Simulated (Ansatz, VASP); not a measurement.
# Two plane-wave programs on Pt

```
Pt
1.0
     0.00000    2.74283    2.74283
     2.74283    0.00000    2.74283
     2.74283    2.74283    0.00000
Pt
2
Direct
  0.12500 0.12500 0.12500
  0.87500 0.87500 0.87500
```

Alike in both runs: task single point; functional r2SCAN; k mesh 11 × 11 × 11; occupations fermi-dirac, width 0.1 eV; no spin polarisation.

|  | VASP | Ansatz |
| --- | --- | --- |
| version | VASP 6.6.1 | Ansatz 0.2.0 |
| potentials or method | VASP PAW PBE potentials, release 64 (Pt), cutoff 520 eV | plane waves (500 eV) with PAW, scalar-relativistic |
| valence electrons in the cell | 20 | 36 |

|  | VASP | Ansatz | Ansatz less VASP |
| --- | --- | --- | --- |
| pressure (GPa) | 23.0 | 23.1 | +0.15 |

VASP's potentials were made for PBE, not for r2SCAN. With one functional, cell and mesh, what is left measures potentials, basis and numerics. VASP's potentials hold 20 valence electrons a cell and Ansatz's 36, so a difference there can come from the potentials and not from the codes.

Spin-orbit coupling is off throughout.
